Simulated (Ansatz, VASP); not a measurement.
**NaCl in VASP and in Ansatz**

```
Cl Na
1.0
     0.00000    2.79406    2.79406
     2.79406    0.00000    2.79406
     2.79406    2.79406    0.00000
Cl Na
1 1
Cartesian
  2.7941 2.7941 2.7941
  0.0000 0.0000 0.0000
```

Alike in both runs: task single point; functional BHLYP; k mesh 4 × 4 × 4; occupations fermi-dirac, width 0.05 eV; no spin polarisation.

```csv
,VASP,Ansatz
version,VASP 6.6.1,Ansatz 0.2.0
potentials or method,"VASP PAW PBE potentials, release 64 (Cl, Na_pv)",Ansatz PAW
plane-wave cutoff (eV),520,420
valence electrons in the cell,14,16
```

|  | VASP | Ansatz | Ansatz less VASP |
| --- | --- | --- | --- |
| gap on the k mesh at the Fermi level (eV) | 9.46 | 9.43 | -0.035 |
| least direct gap on the mesh (eV) | 9.46 | 9.43 | -0.035 |
| pressure (GPa) | 0.6 | 0.7 | +0.14 |

VASP's potentials were made for PBE, not for BHLYP. With one functional, cell and mesh, what is left measures potentials, basis and numerics. VASP's potentials hold 14 valence electrons a cell and Ansatz's 16, so a difference there can come from the potentials and not from the codes.

The k mesh is coarse, so the values compare programs but aren't converged.
